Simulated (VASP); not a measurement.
# NaLi2 (P-6m2) in VASP: a series of runs

NaLi2 is run at these levels: PBE; tasks: single point, relaxation of cell and atoms.

Everything below comes from runs of VASP 6.6.1. Logs are shortened: lines on timing, memory, paths and dates and some standing lists are left out, and cuts for length are marked.

### 1 The cell of the first run

It takes space group P-6m2 (No. 187, hexagonal). The conventional cell has a = 3.444 Å, b = 3.444 Å, c = 15.559 Å, α = 90.00°, β = 90.00°, γ = 120.00°. Within 4.5 Å of Na (site symmetry 3m) lie 6 Li at 3.39 Å and 6 Na at 3.44 Å. Within 4.0 Å of Li (site symmetry 3m) lie 9 Li at 3.03 to 3.44 Å and 3 Na at 3.39 Å. Within 4.0 Å of Li (site symmetry -6m2) lie 12 Li at 3.03 to 3.44 Å. Li (site symmetry -6m2) has 6 Na at 3.39 Å and 6 Li at 3.44 Å within 4.5 Å.

The cell was built from a structure type or drawn by symmetry, and may not be a known phase.

### 2 Single point, PBE

INCAR

```
SYSTEM = NaLi2
PREC = Accurate ; ENCUT = 520
EDIFF = 1E-6 ; ISMEAR = 0
SIGMA = 0.1 ; LREAL = .FALSE.
LASPH = .TRUE. ; NELM = 80
ALGO = Fast ; ISIF = 2
LWAVE = .FALSE. ; LCHARG = .TRUE.
GGA = PE ; LELF = .TRUE.
LVHAR = .TRUE. ; NBANDS = 22
```

KPOINTS

```
Automatic mesh
0
G
  6 6 1
  0 0 0
```

POSCAR

```
NaLi2
1.0
    3.4442912900      0.0000000000      0.0000000000
   -1.7221456500      2.9828437600      0.0000000000
    0.0000000000      0.0000000000     15.5587719300
Na Li
2 4
Direct
    0.6666666700      0.3333333300      0.3235049500
    0.6666666700      0.3333333300      0.6764950500
    0.0000000000      0.0000000000      0.8529901000
    0.3333333300      0.6666666700      0.0000000000
    0.0000000000      0.0000000000      0.1470099000
    0.0000000000      0.0000000000      0.5000000000
```

Potentials or basis: VASP PAW PBE potentials, release 64 (Na_pv, Li_sv).

The run is started by

```sh
cat potpaw_PBE.64/Na_pv/POTCAR potpaw_PBE.64/Li_sv/POTCAR > POTCAR
mpirun -np 1 vasp_std > vasp.out
```

OUTCAR:

```text
SYSTEM = NaLi2
   PREC = Accurate
   ENCUT = 520
   EDIFF = 1E-6
   ISMEAR = 0
   LREAL = .FALSE.
   LASPH = .TRUE.
   NELM = 80
   ISIF = 2
   GGA = PE

 ion  position               nearest neighbor table
   1  0.667  0.333  0.324-
   2  0.667  0.333  0.676-
   3  0.000  0.000  0.853-
   4  0.333  0.667  0.000-
   5  0.000  0.000  0.147-
   6  0.000  0.000  0.500-

  LATTYP: Found a hexagonal cell.
 ALAT       =     3.4442912900
 C/A-ratio  =     4.5172636749

  Lattice vectors:

 A1 = (   3.4442912900,   0.0000000000,   0.0000000000)
 A2 = (  -1.7221456500,   2.9828437600,   0.0000000000)
 A3 = (   0.0000000000,   0.0000000000,  15.5587719300)

Analysis of symmetry for initial positions (statically):
=====================================================================
 Subroutine PRICEL returns:
 Original cell was already a primitive cell.

 Routine SETGRP: Setting up the symmetry group for a
 hexagonal supercell.

 Subroutine GETGRP returns: Found 12 space group operations
 (whereof 12 operations were pure point group operations)
 out of a pool of 24 trial point group operations.

The static configuration has the point symmetry D_3h.

Analysis of symmetry for dynamics (positions and initial velocities):
=====================================================================
 Subroutine PRICEL returns:
 Original cell was already a primitive cell.

 Routine SETGRP: Setting up the symmetry group for a
 hexagonal supercell.

 Subroutine GETGRP returns: Found 12 space group operations
 (whereof 12 operations were pure point group operations)
 out of a pool of 24 trial point group operations.

The dynamic configuration has the point symmetry D_3h.

 Subroutine INISYM returns: Found 12 space group operations
 (whereof 12 operations are pure point group operations),
 and found     1 'primitive' translations

----------------------------------------------------------------------------------------

                                     Primitive cell

  volume of cell :     159.8474

  direct lattice vectors                    reciprocal lattice vectors
     3.444291290  0.000000000  0.000000000     0.290335490  0.167625274  0.000000000
    -1.722145650  2.982843760  0.000000000     0.000000000  0.335250546  0.000000000
     0.000000000  0.000000000 15.558771930     0.000000000  0.000000000  0.064272425

  length of vectors
     3.444291290  3.444291297 15.558771930     0.335250547  0.335250546  0.064272425

  position of ions in fractional coordinates (direct lattice)
     0.666666670  0.333333330  0.323504950
     0.666666670  0.333333330  0.676495050
     0.000000000  0.000000000  0.852990100
     0.333333330  0.666666670  0.000000000
     0.000000000  0.000000000  0.147009900
     0.000000000  0.000000000  0.500000000

  ion indices of the primitive-cell ions
   primitive index   ion index
                 1           1
                 2           2
                 3           3
                 4           4
                 5           5
                 6           6

----------------------------------------------------------------------------------------

 KPOINTS: Automatic mesh

Automatic generation of k-mesh.
 Grid dimensions read from file:
 generate k-points for:    6    6    1

 Generating k-lattice:

  Cartesian coordinates                     Fractional coordinates (reciprocal lattice)
     0.048389248  0.027937546  0.000000000     0.166666667  0.000000000  0.000000000
     0.000000000  0.055875091  0.000000000     0.000000000  0.166666667  0.000000000
     0.000000000  0.000000000  0.064272425     0.000000000  0.000000000  1.000000000

  Length of vectors
     0.055875091  0.055875091  0.064272425

  Shift w.r.t. Gamma in fractional coordinates (k-lattice)
     0.000000000  0.000000000  0.000000000

 Subroutine IBZKPT returns following result:
 ===========================================

 Found      7 irreducible k-points:

 Following reciprocal coordinates:
            Coordinates               Weight
  0.000000  0.000000  0.000000      1.000000
  0.166667  0.000000  0.000000      6.000000
  0.333333  0.000000  0.000000      6.000000
  0.500000  0.000000  0.000000      3.000000
  0.166667  0.166667  0.000000      6.000000
  0.333333  0.166667  0.000000     12.000000
  0.333333  0.333333  0.000000      2.000000
   k-points           NKPTS =      7   k-points in BZ     NKDIM =      7   number of bands    NBANDS=     22
   number of dos      NEDOS =    301   number of ions     NIONS =      6
   total plane-waves  NPLWV =  94080
   dimension x,y,z NGX =    28 NGY =   28 NGZ =  120
   dimension x,y,z NGXF=    56 NGYF=   56 NGZF=  240
   ions per type =               2   4
   NGX,Y,Z   is equivalent  to a cutoff of  13.51, 13.51, 12.82 a.u.
   NGXF,Y,Z  is equivalent  to a cutoff of  27.03, 27.03, 25.64 a.u.
 SYSTEM =  NaLi2
   PREC   = accura    normal or accurate (medium, high low for compatibility)
   ISTART =      0    job   : 0-new  1-cont  2-samecut
   ICHARG =      2    charge: 1-file 2-atom 10-const
   ISPIN  =      1    spin polarized calculation?
   LNONCOLLINEAR =      F non collinear calculations
   LSORBIT =      F    spin-orbit coupling
   LASPH  =      T    aspherical Exc in radial PAW
   ENCUT  =  520.0 eV  38.22 Ry    6.18 a.u.   6.40  6.40 28.93*2*pi/ulx,y,z
   NELM   =     80;   NELMIN=  2; NELMDL= -5     # of ELM steps
   EDIFF  = 0.1E-05   stopping-criterion for ELM
   LREAL  =      F    real-space projection
   EDIFFG = 0.1E-04   stopping-criterion for IOM
   NSW    =      0    number of steps for IOM
   IBRION =     -1    ionic relax: 0-MD 1-quasi-New 2-CG
   NFREE  =      0    steps in history (QN), initial steepest desc. (CG)
   ISIF   =      2    stress and relaxation
   ISYM   =      2    0-nonsym 1-usesym 2-fastsym
   POTIM  = 0.5000    time-step for ionic-motion
   TEBEG  =    0.0;   TEEND  =   0.0 temperature during run
   PSTRESS=    0.0 pullay stress
   NELECT =      26.0000    total number of electrons
   NUPDOWN=      -1.0000    fix difference up-down
   EMIN   =  10.00;   EMAX   =-10.00  energy-range for DOS
   EFERMI =   0.00;   METHOD = LEGACY
   ISMEAR =     0;   SIGMA  =   0.10  broadening in eV -4-tet -1-fermi 0-gaus
   EFERMI_NEDOS =   21; number of points for ismear=-14 and -15
   IALGO  =     68    algorithm
   IMIX   =      4    mixing-type and parameters
     AMIX     =   0.40;   BMIX     =  1.00
     AMIX_MAG =   1.60;   BMIX_MAG =  1.00
  volume/ion in A,a.u.               =      26.64       179.78
  Fermi-wavevector in a.u.,A,eV,Ry     =   0.893643  1.688740 10.865582  0.798598
  Thomas-Fermi vector in A             =   2.015747
   LORBIT       =      0    0 simple, 1 ext, 2 COOP (PROOUT), +10 PAW based schemes
   GGA     = PE    functional components
   LHFCALC =     F    Hartree Fock is set to
   AEXX    =    0.0000 exact exchange contribution
   IVDW    =     0    specifies the selected vdW correction
   LEPSILON=     F    determine dielectric tensor
   LRPA    =     F    only Hartree local field effects (RPA)
 non-spin polarized calculation
 RMM-DIIS sequential band-by-band and
 Gauss-broadening in eV      SIGMA  =   0.10
  energy-cutoff  :      520.00
  volume of cell :      159.85
 maximum number of plane-waves:      4329
 NGX is ok and might be reduce to    28
   NGX = 13   NGY = 13   NGZ = 57

 number of electron      25.9999999 magnetization

 Free energy of the ion-electron system (eV)
  ---------------------------------------------------
  ext. energy  EPLUGINS =         0.00000000
  ---------------------------------------------------
  free energy    TOTEN  =        -9.80398780 eV

  energy without entropy =       -9.75251127  energy(sigma->0) =       -9.77824954

 E-fermi :   0.3434     XC(G=0):  -6.7514

 val. band max:        0.3373622245   @ k =   0.1667   0.1667   0.0000
 cond. band min:       0.3501167913   @ k =   0.3333   0.1667   0.0000
 fundamental gap:      0.0127545668
 Fermi energy:         0.3434267556

 k-point     1 :       0.0000    0.0000    0.0000
  band No.  band energies     occupation
      1     -46.6619      2.00000
      2     -46.5800      2.00000
      3     -46.5797      2.00000
      4     -46.3238      2.00000
      5     -24.2695      2.00000
      6     -24.2695      2.00000
[... 14 lines left out ...]
     21       9.8382      0.00000
     22      10.4866      0.00000

 k-point     2 :       0.1667    0.0000    0.0000
  band No.  band energies     occupation
      1     -46.6612      2.00000
      2     -46.5793      2.00000
      3     -46.5791      2.00000
      4     -46.3232      2.00000
      5     -24.2748      2.00000
      6     -24.2748      2.00000
[... 14 lines left out ...]
     21       8.0564      0.00000
     22       8.2450      0.00000

 k-point     3 :       0.3333    0.0000    0.0000
  band No.  band energies     occupation
      1     -46.6599      2.00000
      2     -46.5778      2.00000
      3     -46.5777      2.00000
      4     -46.3219      2.00000
      5     -24.3062      2.00000
      6     -24.3062      2.00000
[... 14 lines left out ...]
     21       5.9241      0.00000
     22       5.9717      0.00000

 k-point     4 :       0.5000    0.0000    0.0000
  band No.  band energies     occupation
      1     -46.6592      2.00000
      2     -46.5770      2.00000
      3     -46.5770      2.00000
      4     -46.3212      2.00000
      5     -24.3217      2.00000
      6     -24.3217      2.00000
[... 14 lines left out ...]
     21       4.6244      0.00000
     22       5.8679      0.00000

 k-point     5 :       0.1667    0.1667    0.0000
  band No.  band energies     occupation
      1     -46.6602      2.00000
      2     -46.5781      2.00000
      3     -46.5780      2.00000
      4     -46.3222      2.00000
      5     -24.2954      2.00000
      6     -24.2954      2.00000
[... 14 lines left out ...]
     21       6.0696      0.00000
     22       6.2977      0.00000

 k-point     6 :       0.3333    0.1667    0.0000
  band No.  band energies     occupation
      1     -46.6592      2.00000
      2     -46.5770      2.00000
      3     -46.5770      2.00000
      4     -46.3212      2.00000
      5     -24.3136      2.00000
      6     -24.3136      2.00000
[... 14 lines left out ...]
     21       4.5613      0.00000
     22       4.6682      0.00000

 k-point     7 :       0.3333    0.3333    0.0000
  band No.  band energies     occupation
      1     -46.6588      2.00000
      2     -46.5767      2.00000
      3     -46.5766      2.00000
      4     -46.3209      2.00000
      5     -24.3027      2.00000
      6     -24.3027      2.00000
[... 14 lines left out ...]
     21       4.2662      0.00000
     22       4.6932      0.00000

------------------------ aborting loop because EDIFF is reached ----------------------------------------

  FORCE on cell =-STRESS in cart. coord.  units (eV):
  Direction    XX          YY          ZZ          XY          YZ          ZX
  --------------------------------------------------------------------------------------
  -------------------------------------------------------------------------------------
  Total       -0.5535190     -0.5535190      0.1655452      0.0000000      0.0000000      0.0000000
  in kB       -5.5480121     -5.5480121      1.6592869      0.0000000      0.0000000      0.0000000
  external PRESSURE =      -3.1455791 kB  Pullay stress =       0.0000000 kB

 VOLUME and BASIS-vectors are now :
 -----------------------------------------------------------------------------
  energy-cutoff  :      520.00
  volume of cell :      159.85
      direct lattice vectors                 reciprocal lattice vectors
     3.444291290  0.000000000  0.000000000     0.290335490  0.167625274  0.000000000
    -1.722145650  2.982843760  0.000000000     0.000000000  0.335250546  0.000000000
     0.000000000  0.000000000 15.558771930     0.000000000  0.000000000  0.064272425

 POSITION                                       TOTAL-FORCE (eV/Angst)
 -----------------------------------------------------------------------------------
      1.72215      0.99428      5.03334         0.000000      0.000000      0.036881
      1.72215      0.99428     10.52543        -0.000000      0.000000     -0.036881
      0.00000      0.00000     13.27148        -0.000000     -0.000000      0.033779
     -0.00000      1.98856      0.00000         0.000000     -0.000000      0.000000
      0.00000      0.00000      2.28729        -0.000000     -0.000000     -0.033779
      0.00000      0.00000      7.77939        -0.000000     -0.000000      0.000000
 -----------------------------------------------------------------------------------
    total drift:                                0.000000     -0.000000      0.000000

  FREE ENERGIE OF THE ION-ELECTRON SYSTEM (eV)
  ---------------------------------------------------
  free  energy   TOTEN  =        -9.8039878003 eV

  energy  without entropy=       -9.7525112710  energy(sigma->0) =       -9.77824954
```

Wall time 1.8 min (1 thread of Intel Xeon Platinum 8259CL at 2.50GHz (Skylake/Cascade Lake), shared host); peak memory 0.28 GiB.

What came out:

```yaml
Free_energy: -9.8040 eV
Largest_force: 0.037 eV/Å
Band_gap_on_the_k_mesh: zero (bands 13 and 14 overlap by 2.79 eV)
```

Forces in eV/Å, atoms in the order of the input:
```
Na   0.000  0.000  0.037
Na   0.000  0.000 -0.037
Li   0.000  0.000  0.034
Li   0.000  0.000  0.000
Li   0.000  0.000 -0.034
Li   0.000  0.000  0.000
```

Caveat: the k points lie up to 0.40 Å⁻¹ apart, too coarse for converged energies and pressures of a metal; the cutoff is under 1.25 times the usual one of these potentials, so pressure, stress and relaxed cells hold a basis-set (Pulay) error.

[end of part 1 of 2]
